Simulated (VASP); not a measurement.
Wanted: the native input for a VASP 6.6.1 run.

| Quantity | Value |
| --- | --- |
| Task | single point |
| Functional | PBE |
| Potentials or basis | VASP PAW PBE potentials, release 64 (Sn_d, S) |
| Cutoff | 520 eV |
| k mesh | 4 × 4 × 4 |
| Occupations | gaussian, width 0.1 eV |
| Spin | no spin polarisation |
| Dipole correction | no |
| Further INCAR settings | ALGO = Normal; EDIFF = 1e-06; NBANDS = 27 |

The structure of SnS4 lies in POSCAR:

```
SnS4
1.0
    4.8390816770      0.0000000000      0.0000000000
    0.0000000000      4.8390816770      0.0000000000
    0.0000000000      0.0000000000      4.8390816770
Sn S
1 4
Direct
    0.0000000000      0.0000000000      0.0000000000
    0.2931487168      0.2931487168      0.2931487168
    0.7068512832      0.7068512832      0.2931487168
    0.2931487168      0.7068512832      0.7068512832
    0.7068512832      0.2931487168      0.7068512832
```

One way to write it, as run:

INCAR

```
SYSTEM = SnS4
PREC = Accurate
ENCUT = 520
EDIFF = 1E-6
ISMEAR = 0
SIGMA = 0.1
LREAL = .FALSE.
LASPH = .TRUE.
NELM = 100
ALGO = Normal
ISIF = 2
LWAVE = .FALSE.
LCHARG = .TRUE.
GGA = PE
LELF = .TRUE.
LVHAR = .TRUE.
NBANDS = 27
```

KPOINTS

```
regular mesh
0
G
  4 4 4
  0 0 0
```

Potentials or basis: VASP PAW PBE potentials, release 64 (Sn_d, S).

The run is started by

```console
$ cat potpaw_PBE.64/Sn_d/POTCAR potpaw_PBE.64/S/POTCAR > POTCAR
$ mpirun -np 1 vasp_std > vasp.out
```

Results of the run:

```json
{
  "Pressure": "-0.5 GPa",
  "Largest force": "0.017 eV/Å",
  "Band gap on the k mesh": "zero (band 19 reaches 4.88 eV, above the bottom of band 20 at 4.13 eV)"
}
```

Caveat: spin-orbit coupling is left out, which moves the levels of the heavy elements.

Run time: 21 s on 1 thread of AMD EPYC 9R45 96-Core Processor (Zen 5), with other jobs on the host, peak memory 0.17 GiB.
